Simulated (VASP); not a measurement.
# Hf (Fm-3m) in VASP: a series of runs

The runs below take Hf through single point, with PBEsol+D4, BLYP+D4, PBE.

All numbers are computed with VASP 6.6.1; they aren't measurements. Logs are shortened: lines on timing, memory, paths and dates and some standing lists are left out, and cuts for length are marked.

**1. The cell of the first run**

It takes space group Fm-3m (No. 225, cubic). The conventional cell has a = 4.405 Å, b = 4.405 Å, c = 4.405 Å, α = 90.00°, β = 90.00°, γ = 90.00°. Within 4.1 Å of Hf (site symmetry m-3m) lie 12 Hf at 3.11 Å.

**2. Single point, PBEsol+D4**

INCAR

```
PREC = Accurate
ENCUT = 520
EDIFF = 1E-6
ISMEAR = -1
SIGMA = 0.05
LREAL = False
LASPH = True
NELM = 80
ALGO = Normal
ISIF = 2
LWAVE = False
LCHARG = True
GGA = PS
IVDW = 13
LELF = True
LVHAR = True
NBANDS = 11
```

KPOINTS

```
regular mesh
0
Gamma
  10 10 10
```

POSCAR

```
Hf
1.0
    0.0000000000      2.2024931676      2.2024931676
    2.2024931676      0.0000000000      2.2024931676
    2.2024931676      2.2024931676      0.0000000000
Hf
1
Direct
    0.0000000000      0.0000000000      0.0000000000
```

Potentials or basis: VASP PAW PBE potentials, release 64 (Hf_pv).

The run is started by

```
$ cat potpaw_PBE.64/Hf_pv/POTCAR > POTCAR
$ mpirun -np 1 vasp_std > vasp.out
```

OUTCAR:

```text
PREC = Accurate
   ENCUT = 520
   EDIFF = 1E-6
   ISMEAR = -1
   LREAL = False
   LASPH = True
   NELM = 80
   ISIF = 2
   GGA = PS
   IVDW = 13

 ion  position               nearest neighbor table
   1  0.000  0.000  0.000-

  LATTYP: Found a face centered cubic cell.
 ALAT       =     4.4049863352

  Lattice vectors:

 A1 = (   0.0000000000,   2.2024931676,   2.2024931676)
 A2 = (   2.2024931676,   0.0000000000,   2.2024931676)
 A3 = (   2.2024931676,   2.2024931676,   0.0000000000)

Analysis of symmetry for initial positions (statically):
=====================================================================
 Subroutine PRICEL returns:
 Original cell was already a primitive cell.

 Routine SETGRP: Setting up the symmetry group for a
 face centered cubic supercell.

 Subroutine GETGRP returns: Found 48 space group operations
 (whereof 48 operations were pure point group operations)
 out of a pool of 48 trial point group operations.

The static configuration has the point symmetry O_h .

Analysis of symmetry for dynamics (positions and initial velocities):
=====================================================================
 Subroutine PRICEL returns:
 Original cell was already a primitive cell.

 Routine SETGRP: Setting up the symmetry group for a
 face centered cubic supercell.

 Subroutine GETGRP returns: Found 48 space group operations
 (whereof 48 operations were pure point group operations)
 out of a pool of 48 trial point group operations.

The dynamic configuration has the point symmetry O_h .

 Subroutine INISYM returns: Found 48 space group operations
 (whereof 48 operations are pure point group operations),
 and found     1 'primitive' translations

----------------------------------------------------------------------------------------

                                     Primitive cell

  volume of cell :      21.3685

  direct lattice vectors                    reciprocal lattice vectors
     0.000000000  2.202493168  2.202493168    -0.227015460  0.227015460  0.227015460
     2.202493168  0.000000000  2.202493168     0.227015460 -0.227015460  0.227015460
     2.202493168  2.202493168  0.000000000     0.227015460  0.227015460 -0.227015460

  length of vectors
     3.114795709  3.114795709  3.114795709     0.393202311  0.393202311  0.393202311

  position of ions in fractional coordinates (direct lattice)
     0.000000000  0.000000000  0.000000000

  ion indices of the primitive-cell ions
   primitive index   ion index
                 1           1

----------------------------------------------------------------------------------------

 KPOINTS: regular mesh

Automatic generation of k-mesh.
 Grid dimensions read from file:
 generate k-points for:   10   10   10

 Generating k-lattice:

  Cartesian coordinates                     Fractional coordinates (reciprocal lattice)
    -0.022701546  0.022701546  0.022701546     0.100000000  0.000000000  0.000000000
     0.022701546 -0.022701546  0.022701546     0.000000000  0.100000000  0.000000000
     0.022701546  0.022701546 -0.022701546     0.000000000  0.000000000  0.100000000

  Length of vectors
     0.039320231  0.039320231  0.039320231

  Shift w.r.t. Gamma in fractional coordinates (k-lattice)
     0.000000000  0.000000000  0.000000000

 Subroutine IBZKPT returns following result:
 ===========================================

 Found     47 irreducible k-points:

 Following reciprocal coordinates:
            Coordinates               Weight
  0.000000  0.000000  0.000000      1.000000
  0.100000  0.000000  0.000000      8.000000
  0.200000  0.000000  0.000000      8.000000
  0.300000  0.000000  0.000000      8.000000
  0.400000  0.000000  0.000000      8.000000
  0.500000  0.000000  0.000000      4.000000
[... 16 lines left out ...]
  0.300000  0.300000  0.000000      6.000000
  0.400000  0.300000  0.000000     24.000000
 [... further k-points ...]
   k-points           NKPTS =     47   k-points in BZ     NKDIM =     47   number of bands    NBANDS=     11
   number of dos      NEDOS =    301   number of ions     NIONS =      1
   total plane-waves  NPLWV =  13824
   dimension x,y,z NGX =    24 NGY =   24 NGZ =   24
   dimension x,y,z NGXF=    48 NGYF=   48 NGZF=   48
   ions per type =               1
   NGX,Y,Z   is equivalent  to a cutoff of  12.81, 12.81, 12.81 a.u.
   NGXF,Y,Z  is equivalent  to a cutoff of  25.62, 25.62, 25.62 a.u.
 SYSTEM =  unknown system
   PREC   = accura    normal or accurate (medium, high low for compatibility)
   ISTART =      0    job   : 0-new  1-cont  2-samecut
   ICHARG =      2    charge: 1-file 2-atom 10-const
   ISPIN  =      1    spin polarized calculation?
   LNONCOLLINEAR =      F non collinear calculations
   LSORBIT =      F    spin-orbit coupling
   LASPH  =      T    aspherical Exc in radial PAW
   ENCUT  =  520.0 eV  38.22 Ry    6.18 a.u.   5.79  5.79  5.79*2*pi/ulx,y,z
   NELM   =     80;   NELMIN=  2; NELMDL= -5     # of ELM steps
   EDIFF  = 0.1E-05   stopping-criterion for ELM
   LREAL  =      F    real-space projection
   EDIFFG = 0.1E-04   stopping-criterion for IOM
   NSW    =      0    number of steps for IOM
   IBRION =     -1    ionic relax: 0-MD 1-quasi-New 2-CG
   NFREE  =      0    steps in history (QN), initial steepest desc. (CG)
   ISIF   =      2    stress and relaxation
   ISYM   =      2    0-nonsym 1-usesym 2-fastsym
   POTIM  = 0.5000    time-step for ionic-motion
   TEBEG  =    0.0;   TEEND  =   0.0 temperature during run
   PSTRESS=    0.0 pullay stress
   NELECT =      10.0000    total number of electrons
   NUPDOWN=      -1.0000    fix difference up-down
   EMIN   =  10.00;   EMAX   =-10.00  energy-range for DOS
   EFERMI =   0.00;   METHOD = LEGACY
   ISMEAR =    -1;   SIGMA  =   0.05  broadening in eV -4-tet -1-fermi 0-gaus
   EFERMI_NEDOS =   21; number of points for ismear=-14 and -15
   IALGO  =     38    algorithm
   IMIX   =      4    mixing-type and parameters
     AMIX     =   0.40;   BMIX     =  1.00
     AMIX_MAG =   1.60;   BMIX_MAG =  1.00
  volume/ion in A,a.u.               =      21.37       144.20
  Fermi-wavevector in a.u.,A,eV,Ry     =   1.271014  2.401868 21.979886  1.615476
  Thomas-Fermi vector in A             =   2.403970
   LORBIT       =      0    0 simple, 1 ext, 2 COOP (PROOUT), +10 PAW based schemes
   GGA     = PS    functional components
   LHFCALC =     F    Hartree Fock is set to
   AEXX    =    0.0000 exact exchange contribution
   IVDW    =    13    specifies the selected vdW correction
   LEPSILON=     F    determine dielectric tensor
   LRPA    =     F    only Hartree local field effects (RPA)
 non-spin polarized calculation
  energy-cutoff  :      520.00
  volume of cell :       21.37
 maximum number of plane-waves:       589
   NGX = 11   NGY = 11   NGZ = 11

 number of electron      10.0000001 magnetization

 Free energy of the ion-electron system (eV)
  ---------------------------------------------------
  ext. energy  EPLUGINS =         0.00000000
  ---------------------------------------------------
  free energy    TOTEN  =       -10.44157355 eV

  energy without entropy =      -10.43099925  energy(sigma->0) =      -10.43628640

 E-fermi :   4.9122     XC(G=0): -11.6036

 val. band max:        4.9097041572   @ k =  -0.2000   0.1000   0.0000
 cond. band min:       5.0010724391   @ k =   0.5000   0.3000   0.1000
 fundamental gap:      0.0913682819
 Fermi energy:         4.9122235087

 k-point     1 :       0.0000    0.0000    0.0000
  band No.  band energies     occupation
      1     -24.8876      2.00000
      2     -24.8876      2.00000
      3     -24.8876      2.00000
      4      -2.4705      2.00000
      5       6.3138      0.00000
      6       6.3138      0.00000
      7       6.3138      0.00000
      8       9.2646      0.00000
      9       9.2646      0.00000
     10      16.4305      0.00000
     11      18.1128      0.00000

 k-point     2 :       0.1000    0.0000    0.0000
  band No.  band energies     occupation
      1     -24.9853      2.00000
      2     -24.8998      2.00000
      3     -24.8998      2.00000
      4      -2.1048      2.00000
      5       5.9593      0.00000
      6       6.4816      0.00000
      7       6.4816      0.00000
      8       9.0848      0.00000
      9       9.0848      0.00000
     10      17.2123      0.00000
     11      18.1105      0.00000

 k-point     3 :       0.2000    0.0000    0.0000
  band No.  band energies     occupation
      1     -25.2338      2.00000
      2     -24.9316      2.00000
      3     -24.9316      2.00000
      4      -1.1210      2.00000
      5       5.2732      0.00146
      6       6.7226      0.00000
      7       6.7226      0.00000
      8       8.9929      0.00000
      9       8.9929      0.00000
     10      17.2383      0.00000
     11      18.1170      0.00000

 k-point     4 :       0.3000    0.0000    0.0000
  band No.  band energies     occupation
      1     -25.5280      2.00000
      2     -24.9705      2.00000
      3     -24.9705      2.00000
      4       0.0973      2.00000
      5       4.8954      1.16622
      6       6.5380      0.00000
      7       6.5380      0.00000
      8       9.7268      0.00000
      9       9.7268      0.00000
     10      15.8817      0.00000
     11      18.1097      0.00000
[... 239 lines left out ...]
 k-point    22 :      -0.2000    0.2000    0.0000
  band No.  band energies     occupation
      1     -25.4809      2.00000
      2     -25.1550      2.00000
      3     -24.9656      2.00000
      4       0.7570      2.00000
      5       4.5624      1.99817
      6       5.7235      0.00000
      7       7.5342      0.00000
      8       8.0224      0.00000
      9      11.4111      0.00000
     10      17.5378      0.00000
     11      18.1497      0.00000

 k-point    23 :       0.3000    0.3000    0.0000
  band No.  band energies     occupation
      1     -25.4968      2.00000
      2     -25.1132      2.00000
      3     -25.1132      2.00000
      4       0.8621      2.00000
      5       3.5612      2.00000
      6       6.0104      0.00000
      7       8.8921      0.00000
      8       8.8921      0.00000
      9      10.6322      0.00000
     10      18.1015      0.00000
     11      20.0067      0.00000

 k-point    24 :       0.4000    0.3000    0.0000
  band No.  band energies     occupation
      1     -25.6185      2.00000
      2     -25.1822      2.00000
      3     -25.1511      2.00000
      4       1.5184      2.00000
      5       3.2823      2.00000
      6       5.8126      0.00000
      7       9.1615      0.00000
      8      10.2284      0.00000
      9      11.3761      0.00000
     10      17.1329      0.00000
     11      18.1300      0.00000

 [... further k-points ...]

------------------------ aborting loop because EDIFF is reached ----------------------------------------

  DFT-D4 for vdW energy calculation

  Edisp (eV):   -0.12792

  FORCE on cell =-STRESS in cart. coord.  units (eV):
  Direction    XX          YY          ZZ          XY          YZ          ZX
  --------------------------------------------------------------------------------------
  -------------------------------------------------------------------------------------
  Total      -0.04158    -0.04158    -0.04158     0.00000    -0.00000     0.00000
  in kB      -3.11725    -3.11725    -3.11725     0.00000    -0.00000     0.00000
  external pressure =       -3.12 kB  Pullay stress =        0.00 kB

 VOLUME and BASIS-vectors are now :
 -----------------------------------------------------------------------------
  energy-cutoff  :      520.00
  volume of cell :       21.37
      direct lattice vectors                 reciprocal lattice vectors
     0.000000000  2.202493168  2.202493168    -0.227015460  0.227015460  0.227015460
     2.202493168  0.000000000  2.202493168     0.227015460 -0.227015460  0.227015460
     2.202493168  2.202493168  0.000000000     0.227015460  0.227015460 -0.227015460

 POSITION                                       TOTAL-FORCE (eV/Angst)
 -----------------------------------------------------------------------------------
      0.00000      0.00000      0.00000        -0.000000     -0.000000      0.000000
 -----------------------------------------------------------------------------------
    total drift:                                0.000000      0.000000     -0.000000

  FREE ENERGIE OF THE ION-ELECTRON SYSTEM (eV)
  ---------------------------------------------------
  free  energy   TOTEN  =       -10.5694931733 eV

  energy  without entropy=      -10.5589188738  energy(sigma->0) =      -10.56420602
```

Run time: 7.3 s. Hardware: 1 thread of Intel Xeon 6975P-C, shared host; peak memory 0.14 GiB.

What came out:

| Property | Result |
| --- | --- |
| Free energy | -10.5695 eV |
| Pressure | -0.3 GPa |
| Band gap on the k mesh | zero (band 5 reaches 6.31 eV, above the bottom of band 6 at 4.50 eV) |
| Dispersion energy per atom | -0.128 eV |

Caveat: the PAW data sets were made with another functional, which shifts forces and pressure a little; spin-orbit coupling is left out, which moves the levels of the heavy elements; pairwise dispersion overbinds metals, which lowers pressure and volume.

**3. Single point, BLYP+D4**

This run uses another cell than the first one, of 22.51 Å³/atom, 1.053 times its volume.

INCAR

```
SYSTEM = Hf
PREC = Accurate
ENCUT = 520
EDIFF = 1E-6
ISMEAR = -1
SIGMA = 0.05
LREAL = .False.
LASPH = .True.
NELM = 60
ALGO = Normal
ISIF = 2
LWAVE = .False.
LCHARG = .False.
GGA = B5
ALDAX = 1.0
AGGAX = 1.0
AGGAC = 1.0
ALDAC = 0.0
IVDW = 13
VDW_S6 = 1.0
VDW_S8 = 2.34076671
VDW_A1 = 0.44488865
VDW_A2 = 4.0933009
NBANDS = 11
```

KPOINTS

```
regular mesh
0
Gamma
  10 10 10
  0 0 0
```

POSCAR

```
Hf
1.0
    0.0000000000      2.2409083708      2.2409083708
    2.2409083708      0.0000000000      2.2409083708
    2.2409083708      2.2409083708      0.0000000000
Hf
1
Direct
    0.0000000000      0.0000000000      0.0000000000
```

Potentials or basis: VASP PAW PBE potentials, release 64 (Hf_pv).

The run is started by

```
$ cat potpaw_PBE.64/Hf_pv/POTCAR > POTCAR
$ mpirun -np 1 vasp_std > vasp.out
```

OUTCAR:

```text
SYSTEM = Hf
   PREC = Accurate
   ENCUT = 520
   EDIFF = 1E-6
   ISMEAR = -1
   LREAL = .False.
   LASPH = .True.
   NELM = 60
   ISIF = 2
   GGA = B5
   IVDW = 13

 ion  position               nearest neighbor table
   1  0.000  0.000  0.000-

  LATTYP: Found a face centered cubic cell.
 ALAT       =     4.4818167416

  Lattice vectors:

 A1 = (   0.0000000000,   2.2409083708,   2.2409083708)
 A2 = (   2.2409083708,   0.0000000000,   2.2409083708)
 A3 = (   2.2409083708,   2.2409083708,   0.0000000000)

Analysis of symmetry for initial positions (statically):
=====================================================================
 Subroutine PRICEL returns:
 Original cell was already a primitive cell.

 Routine SETGRP: Setting up the symmetry group for a
 face centered cubic supercell.

 Subroutine GETGRP returns: Found 48 space group operations
 (whereof 48 operations were pure point group operations)
 out of a pool of 48 trial point group operations.

The static configuration has the point symmetry O_h .

Analysis of symmetry for dynamics (positions and initial velocities):
=====================================================================
[... 168 lines left out ...]
      3     -24.7309      2.00000
      4      -1.8284      2.00000
      5       6.5189      0.00000
      6       6.5189      0.00000
      7       6.5189      0.00000
      8       9.2360      0.00000
      9       9.2360      0.00000
     10      16.6302      0.00000
     11      17.5863      0.00000
[... 309 lines left out ...]
 k-point    24 :       0.4000    0.3000    0.0000
  band No.  band energies     occupation
      1     -25.3495      2.00000
      2     -24.9813      2.00000
      3     -24.9552      2.00000
      4       2.0398      2.00000
      5       3.7013      2.00000
      6       6.0860      0.00000
      7       9.1843      0.00000
      8      10.1877      0.00000
      9      11.1673      0.00000
     10      16.8448      0.00000
     11      17.6157      0.00000

 [... further k-points ...]

------------------------ aborting loop because EDIFF is reached ----------------------------------------

  DFT-D4 for vdW energy calculation

  Edisp (eV):   -0.37375

  FORCE on cell =-STRESS in cart. coord.  units (eV):
  Direction    XX          YY          ZZ          XY          YZ          ZX
  --------------------------------------------------------------------------------------
  -------------------------------------------------------------------------------------
  Total       0.00334     0.00334     0.00334    -0.00000     0.00000    -0.00000
  in kB       0.23786     0.23786     0.23786    -0.00000     0.00000    -0.00000
  external pressure =        0.24 kB  Pullay stress =        0.00 kB

 VOLUME and BASIS-vectors are now :
 -----------------------------------------------------------------------------
  energy-cutoff  :      520.00
  volume of cell :       22.51
      direct lattice vectors                 reciprocal lattice vectors
     0.000000000  2.240908371  2.240908371    -0.223123804  0.223123804  0.223123804
     2.240908371  0.000000000  2.240908371     0.223123804 -0.223123804  0.223123804
     2.240908371  2.240908371  0.000000000     0.223123804  0.223123804 -0.223123804

 POSITION                                       TOTAL-FORCE (eV/Angst)
 -----------------------------------------------------------------------------------
      0.00000      0.00000      0.00000         0.000000      0.000000     -0.000000
 -----------------------------------------------------------------------------------
    total drift:                                0.000000     -0.000000      0.000000

  FREE ENERGIE OF THE ION-ELECTRON SYSTEM (eV)
  ---------------------------------------------------
  free  energy   TOTEN  =        -8.9286471700 eV

  energy  without entropy=       -8.9181631860  energy(sigma->0) =       -8.92340518
```

It took 14 s on 1 thread of Intel Xeon 6975P-C, shared host; peak memory 0.14 GiB.

Results:

* Free energy: -8.9286 eV
* Pressure: 0.0 GPa
* Band gap on the k mesh: zero (band 5 reaches 6.52 eV, above the bottom of band 6 at 4.84 eV)
* Dispersion energy per atom: -0.374 eV

Caveat: the PAW data sets were made with another functional, which shifts forces and pressure a little; spin-orbit coupling is left out, which moves the levels of the heavy elements; pairwise dispersion overbinds metals, which lowers pressure and volume.

[end of part 1 of 2]
